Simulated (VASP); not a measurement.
# WC (rocksalt type) (Fm-3m) in VASP: notebook

WC (rocksalt type) is run at these levels: PBE; tasks: relaxation of cell and atoms.

All numbers are computed with VASP 6.6.1; they aren't measurements. Logs are shortened: lines on timing, memory, paths and dates and some standing lists are left out, and cuts for length are marked.

**1. The cell of the first run**

Symmetry: Fm-3m, No. 225, cubic system. Conventional cell: a = 4.166 Å, b = 4.166 Å, c = 4.166 Å, α = 90.00°, β = 90.00°, γ = 90.00°. Within 2.8 Å of W (site symmetry m-3m) lie 6 C at 2.08 Å. Within 2.8 Å of C (site symmetry m-3m) lie 6 W at 2.08 Å.

**2. Relaxation of cell and atoms, PBE, target pressure 76 GPa, at which the enthalpy is minimised**

Input file INCAR:

```
SYSTEM = WC
  PREC = Accurate
  ENCUT = 600
  EDIFF = 1E-7
  ISMEAR = -1
  SIGMA = 0.08
  LREAL = .FALSE.
  LASPH = .TRUE.
  NELM = 60
  ALGO = Normal
  ISIF = 3
  LWAVE = .FALSE.
  LCHARG = .FALSE.
  GGA = PE
  IBRION = 2
  NSW = 60
  EDIFFG = -0.005
  PSTRESS = 760.0
```

Input file KPOINTS:

```
Automatic mesh
0
G
  16 16 16
  0 0 0
```

Input file POSCAR:

```
WC
1.0
    0.0000000000      2.0827718808      2.0827718808
    2.0827718808      0.0000000000      2.0827718808
    2.0827718808      2.0827718808      0.0000000000
W C
1 1
Direct
    0.0000000000      0.0000000000      0.0000000000
    0.5000000000      0.5000000000      0.5000000000
```

Potentials or basis: VASP PAW PBE potentials, release 64 (W_sv, C).

On the command line:

```console
> cat potpaw_PBE.64/W_sv/POTCAR potpaw_PBE.64/C/POTCAR > POTCAR
> mpirun -np 1 vasp_std > vasp.out
```

OUTCAR:

```text
SYSTEM = WC
   PREC = Accurate
   ENCUT = 600
   EDIFF = 1E-7
   ISMEAR = -1
   LREAL = .FALSE.
   LASPH = .TRUE.
   NELM = 60
   ISIF = 3
   GGA = PE
   IBRION = 2
   NSW = 60
   EDIFFG = -0.005
   PSTRESS = 760.0

 ion  position               nearest neighbor table
   1  0.000  0.000  0.000-   2 2.08   2 2.08   2 2.08   2 2.08   2 2.08   2 2.08
   2  0.500  0.500  0.500-   1 2.08   1 2.08   1 2.08   1 2.08   1 2.08   1 2.08

  LATTYP: Found a face centered cubic cell.
 ALAT       =     4.1655437616

  Lattice vectors:

 A1 = (   0.0000000000,   2.0827718808,   2.0827718808)
 A2 = (   2.0827718808,   0.0000000000,   2.0827718808)
 A3 = (   2.0827718808,   2.0827718808,   0.0000000000)

Analysis of symmetry for initial positions (statically):
=====================================================================
 Subroutine PRICEL returns:
 Original cell was already a primitive cell.

 Routine SETGRP: Setting up the symmetry group for a
 face centered cubic supercell.

 Subroutine GETGRP returns: Found 48 space group operations
 (whereof 48 operations were pure point group operations)
 out of a pool of 48 trial point group operations.

The static configuration has the point symmetry O_h .

Analysis of symmetry for dynamics (positions and initial velocities):
=====================================================================
 Subroutine PRICEL returns:
 Original cell was already a primitive cell.

 Routine SETGRP: Setting up the symmetry group for a
 face centered cubic supercell.

 Subroutine GETGRP returns: Found 48 space group operations
 (whereof 48 operations were pure point group operations)
 out of a pool of 48 trial point group operations.

The dynamic configuration has the point symmetry O_h .

 Subroutine INISYM returns: Found 48 space group operations
 (whereof 48 operations are pure point group operations),
 and found     1 'primitive' translations

----------------------------------------------------------------------------------------

                                     Primitive cell

  volume of cell :      18.0699

  direct lattice vectors                    reciprocal lattice vectors
     0.000000000  2.082771881  2.082771881    -0.240064697  0.240064697  0.240064697
     2.082771881  0.000000000  2.082771881     0.240064697 -0.240064697  0.240064697
     2.082771881  2.082771881  0.000000000     0.240064697  0.240064697 -0.240064697

  length of vectors
     2.945484241  2.945484241  2.945484241     0.415804252  0.415804252  0.415804252

  position of ions in fractional coordinates (direct lattice)
     0.000000000  0.000000000  0.000000000
     0.500000000  0.500000000  0.500000000

  ion indices of the primitive-cell ions
   primitive index   ion index
                 1           1
                 2           2

----------------------------------------------------------------------------------------

 KPOINTS: Automatic mesh

Automatic generation of k-mesh.
 Grid dimensions read from file:
 generate k-points for:   16   16   16

 Generating k-lattice:

  Cartesian coordinates                     Fractional coordinates (reciprocal lattice)
    -0.015004044  0.015004044  0.015004044     0.062500000  0.000000000  0.000000000
     0.015004044 -0.015004044  0.015004044     0.000000000  0.062500000  0.000000000
     0.015004044  0.015004044 -0.015004044     0.000000000  0.000000000  0.062500000

  Length of vectors
     0.025987766  0.025987766  0.025987766

  Shift w.r.t. Gamma in fractional coordinates (k-lattice)
     0.000000000  0.000000000  0.000000000

 Subroutine IBZKPT returns following result:
 ===========================================

 Found    145 irreducible k-points:

 Following reciprocal coordinates:
            Coordinates               Weight
  0.000000  0.000000  0.000000      1.000000
  0.062500  0.000000  0.000000      8.000000
  0.125000  0.000000  0.000000      8.000000
  0.187500  0.000000  0.000000      8.000000
  0.250000  0.000000  0.000000      8.000000
  0.312500  0.000000  0.000000      8.000000
[... 16 lines left out ...]
 -0.125000  0.062500  0.000000     24.000000
 -0.062500  0.062500  0.000000     12.000000
 [... further k-points ...]
   k-points           NKPTS =    145   k-points in BZ     NKDIM =    145   number of bands    NBANDS=     13
   number of dos      NEDOS =    301   number of ions     NIONS =      2
   total plane-waves  NPLWV =  13824
   dimension x,y,z NGX =    24 NGY =   24 NGZ =   24
   dimension x,y,z NGXF=    48 NGYF=   48 NGZF=   48
   ions per type =               1   1
   NGX,Y,Z   is equivalent  to a cutoff of  13.55, 13.55, 13.55 a.u.
   NGXF,Y,Z  is equivalent  to a cutoff of  27.09, 27.09, 27.09 a.u.
 SYSTEM =  WC
   PREC   = accura    normal or accurate (medium, high low for compatibility)
   ISTART =      0    job   : 0-new  1-cont  2-samecut
   ICHARG =      2    charge: 1-file 2-atom 10-const
   ISPIN  =      1    spin polarized calculation?
   LNONCOLLINEAR =      F non collinear calculations
   LSORBIT =      F    spin-orbit coupling
   LASPH  =      T    aspherical Exc in radial PAW
   ENCUT  =  600.0 eV  44.10 Ry    6.64 a.u.   5.88  5.88  5.88*2*pi/ulx,y,z
   NELM   =     60;   NELMIN=  2; NELMDL= -5     # of ELM steps
   EDIFF  = 0.1E-06   stopping-criterion for ELM
   LREAL  =      F    real-space projection
   EDIFFG = -.5E-02   stopping-criterion for IOM
   NSW    =     60    number of steps for IOM
   IBRION =      2    ionic relax: 0-MD 1-quasi-New 2-CG
   NFREE  =      1    steps in history (QN), initial steepest desc. (CG)
   ISIF   =      3    stress and relaxation
   ISYM   =      2    0-nonsym 1-usesym 2-fastsym
   POTIM  = 0.5000    time-step for ionic-motion
   TEBEG  =    0.0;   TEEND  =   0.0 temperature during run
   PSTRESS=  760.0 pullay stress
   NELECT =      18.0000    total number of electrons
   NUPDOWN=      -1.0000    fix difference up-down
   EMIN   =  10.00;   EMAX   =-10.00  energy-range for DOS
   EFERMI =   0.00;   METHOD = LEGACY
   ISMEAR =    -1;   SIGMA  =   0.08  broadening in eV -4-tet -1-fermi 0-gaus
   EFERMI_NEDOS =   21; number of points for ismear=-14 and -15
   IALGO  =     38    algorithm
   IMIX   =      4    mixing-type and parameters
     AMIX     =   0.40;   BMIX     =  1.00
     AMIX_MAG =   1.60;   BMIX_MAG =  1.00
  volume/ion in A,a.u.               =       9.03        60.97
  Fermi-wavevector in a.u.,A,eV,Ry     =   1.634986  3.089675 36.370799  2.673178
  Thomas-Fermi vector in A             =   2.726534
   LORBIT       =      0    0 simple, 1 ext, 2 COOP (PROOUT), +10 PAW based schemes
   GGA     = PE    functional components
   LHFCALC =     F    Hartree Fock is set to
   AEXX    =    0.0000 exact exchange contribution
   IVDW    =     0    specifies the selected vdW correction
   LEPSILON=     F    determine dielectric tensor
   LRPA    =     F    only Hartree local field effects (RPA)
 conjugate gradient relaxation of ions
 non-spin polarized calculation
  energy-cutoff  :      600.00
  volume of cell :       18.07
 maximum number of plane-waves:       620
   NGX = 11   NGY = 11   NGZ = 11

--------------------------------------- Ionic step        1  -------------------------------------------

 number of electron      18.0000000 magnetization

 Free energy of the ion-electron system (eV)
  ---------------------------------------------------
  ext. energy  EPLUGINS =         0.00000000
  ---------------------------------------------------
  free energy    TOTEN  =       -20.92871643 eV

  energy without entropy =      -20.91148082  energy(sigma->0) =      -20.92009863

------------------------ aborting loop because EDIFF is reached ----------------------------------------

  FORCE on cell =-STRESS in cart. coord.  units (eV):
  Direction    XX          YY          ZZ          XY          YZ          ZX
  --------------------------------------------------------------------------------------
  -------------------------------------------------------------------------------------
  Total        8.7713167      8.7713167      8.7713167     -0.0000000     -0.0000000      0.0000000
  in kB      777.7146200    777.7146200    777.7146200     -0.0000000     -0.0000000      0.0000000
  external PRESSURE =      17.7146200 kB  Pullay stress =     760.0000000 kB
[... 61 lines left out ...]
  enthalpy is  TOTEN    =       -12.3522339814 eV   P V=        8.6960481366

--------------------------------------- Ionic step        3  -------------------------------------------

 number of electron      18.0000000 magnetization

 Free energy of the ion-electron system (eV)
  ---------------------------------------------------
  ext. energy  EPLUGINS =         0.00000000
  ---------------------------------------------------
  free energy    TOTEN  =       -20.95162419 eV

  energy without entropy =      -20.93432816  energy(sigma->0) =      -20.94297618

 E-fermi :  14.8797     XC(G=0): -14.5805

 val. band max:       14.8731854317   @ k =  -0.3125   0.3125   0.0000
 cond. band min:      14.8897579583   @ k =  -0.4375   0.1875   0.0000
 fundamental gap:      0.0165725266
 Fermi energy:        14.8796817437

 k-point     1 :       0.0000    0.0000    0.0000
  band No.  band energies     occupation
      1     -60.5057      2.00000
      2     -24.4665      2.00000
      3     -24.4665      2.00000
      4     -24.4665      2.00000
      5      -2.3086      2.00000
      6      11.4834      2.00000
      7      11.4834      2.00000
      8      11.4834      2.00000
      9      13.4667      2.00000
     10      13.4667      2.00000
     11      13.4667      2.00000
     12      13.7421      2.00000
     13      13.7421      2.00000
[... 353 lines left out ...]
 k-point    24 :      -0.0625    0.0625    0.0000
  band No.  band energies     occupation
      1     -60.4980      2.00000
      2     -24.5667      2.00000
      3     -24.4948      2.00000
      4     -24.4694      2.00000
      5      -1.9499      2.00000
      6      10.6630      2.00000
      7      10.6733      2.00000
      8      11.0704      2.00000
      9      11.6771      2.00000
     10      12.9070      2.00000
     11      14.1634      1.99974
     12      15.3195      0.00816
     13      16.6751      0.00000

 [... further k-points ...]

------------------------ aborting loop because EDIFF is reached ----------------------------------------

  FORCE on cell =-STRESS in cart. coord.  units (eV):
  Direction    XX          YY          ZZ          XY          YZ          ZX
  --------------------------------------------------------------------------------------
  -------------------------------------------------------------------------------------
  Total        8.5947220      8.5947220      8.5947220      0.0000000      0.0000000      0.0000000
  in kB      760.0484930    760.0484930    760.0484930      0.0000000      0.0000000      0.0000000
  external PRESSURE =       0.0484930 kB  Pullay stress =     760.0000000 kB
[... 17 lines left out ...]
  FREE ENERGIE OF THE ION-ELECTRON SYSTEM (eV)
  ---------------------------------------------------
  free  energy   TOTEN  =       -20.9516241931 eV

  energy  without entropy=      -20.9343281631  energy(sigma->0) =      -20.94297618

  enthalpy is  TOTEN    =       -12.3574505433 eV   P V=        8.5941736498

 reached required accuracy - stopping structural energy minimisation
```

Wall time 72 s (1 thread of Intel Xeon 6975P-C (Granite Rapids), shared host); peak memory 0.17 GiB.

What came out:

```
Free energy                                                : -20.9516 eV
Relaxed volume                                             : 9.06 Å³/atom
Relaxed cell                                               : a = 2.948 Å, b = 2.948 Å, c = 2.948 Å, α = 60.00°, β = 60.00°, γ = 60.00°
Space group after relaxing (to 0.1 Å)                      : Fm-3m (No. 225)
Energy change on relaxing (the run minimises the enthalpy) : -11.5 meV/atom
Ionic steps                                                : 3
Pressure after relaxing                                    : 76.0 GPa
```

Step by step:
```csv
step,energy change (eV),largest force (eV/Å),pressure (GPa),volume (Å³)
1,0.0000,0.0000,77.77,18.07
2,-0.1196,0.0000,68.31,18.33
3,-0.0229,0.0000,76.00,18.12
```

Final structure:
```cif
data_structure
_symmetry_space_group_name_H-M 'P 1'
_symmetry_Int_Tables_number 1
_cell_length_a 2.9481
_cell_length_b 2.9481
_cell_length_c 2.9481
_cell_angle_alpha 60.000
_cell_angle_beta 60.000
_cell_angle_gamma 60.000
_cell_volume 18.12
loop_
_atom_site_label
_atom_site_type_symbol
_atom_site_fract_x
_atom_site_fract_y
_atom_site_fract_z
_atom_site_occupancy
W1 W 0.00000 0.00000 0.00000 1
C1 C 0.50000 0.50000 0.50000 1
```

Levels at points of the mesh, in eV from the Fermi level:
| k point | band 7 | band 8 | band 9 | band 10 | band 11 | band 12 |
| --- | --- | --- | --- | --- | --- | --- |
| (0.00, 0.00, 0.00) | -3.40 | -3.40 | -1.41 | -1.41 | -1.41 | -1.14 |
| (0.50, 0.00, 0.00) | -7.78 | -7.78 | 1.37 | 1.37 | 2.98 | 5.10 |
| (0.50, 0.50, 0.00) | -5.92 | -2.77 | -2.77 | 1.14 | 2.93 | 2.93 |

Caveat: the cell is relaxed towards a set pressure, so the run minimises the enthalpy, not the energy; the highest band is partly filled, so the run has too few bands; spin-orbit coupling is left out, which moves the levels of the heavy elements.

**3. Relaxation of cell and atoms, PBE, target pressure 76 GPa, at which the enthalpy is minimised**

Input file INCAR:

```
PREC = Accurate ; ENCUT = 600
EDIFF = 1E-6 ; ISMEAR = -1
SIGMA = 0.08 ; LREAL = False
LASPH = True ; NELM = 60
ALGO = Normal ; ISIF = 3
LWAVE = False ; LCHARG = False
GGA = PE ; IBRION = 2
NSW = 32 ; EDIFFG = -0.005
PSTRESS = 760.0
```

Input file KPOINTS:

```
Automatic mesh
0
Gamma
  16 16 16
```

Input file POSCAR:

```
WC
1.0
    0.0000000000      2.0828576685      2.0828576685
    2.0828576685      0.0000000000      2.0828576685
    2.0828576685      2.0828576685      0.0000000000
W C
1 1
Direct
    0.0000000000      0.0000000000      0.0000000000
    0.5000000000      0.5000000000      0.5000000000
```

Potentials or basis: VASP PAW PBE potentials, release 64 (W_sv, C).

On the command line:

```console
> cat potpaw_PBE.64/W_sv/POTCAR potpaw_PBE.64/C/POTCAR > POTCAR
> mpirun -np 1 vasp_std > vasp.out
```

Wall time 48 s (1 thread of Intel Xeon 6975P-C (Granite Rapids), shared host); peak memory 0.18 GiB.

The run converged. Its results:

```
Free energy                                                : -20.9516 eV
Relaxed volume                                             : 9.06 Å³/atom
Relaxed cell                                               : a = 2.948 Å, b = 2.948 Å, c = 2.948 Å, α = 60.00°, β = 60.00°, γ = 60.00°
Space group after relaxing (to 0.1 Å)                      : Fm-3m (No. 225)
Energy change on relaxing (the run minimises the enthalpy) : -10.9 meV/atom
Ionic steps                                                : 3
Pressure after relaxing                                    : 76.0 GPa
```

Step by step:
| step | energy change (eV) | largest force (eV/Å) | pressure (GPa) | volume (Å³) |
| --- | --- | --- | --- | --- |
| 1 | 0.0000 | 0.0000 | 77.69 | 18.07 |
| 2 | -0.1143 | 0.0000 | 68.66 | 18.32 |
| 3 | -0.0218 | 0.0000 | 76.01 | 18.12 |

Final structure:
```
CELL_PARAMETERS angstrom
0.00000 2.08460 2.08460
2.08460 0.00000 2.08460
2.08460 2.08460 0.00000
ATOMIC_POSITIONS crystal
W 0.00000 0.00000 0.00000
C 0.50000 0.50000 0.50000
```

Levels at points of the mesh, in eV from the Fermi level:
```csv
k point,band 6,band 7,band 8,band 9,band 10,band 11,band 12,band 13
"(0.00, 0.00, 0.00)",-3.40,-3.40,-3.40,-1.41,-1.41,-1.41,-1.14,-1.14
"(0.50, 0.00, 0.00)",-11.21,-7.78,-7.78,1.37,1.37,2.98,5.10,10.54
"(0.50, 0.50, 0.00)",-7.06,-5.92,-2.77,-2.77,1.14,2.93,2.93,7.07
```

Caveat: the cell is relaxed towards a set pressure, so the run minimises the enthalpy, not the energy; the highest band is partly filled, so the run has too few bands; spin-orbit coupling is left out, which moves the levels of the heavy elements.
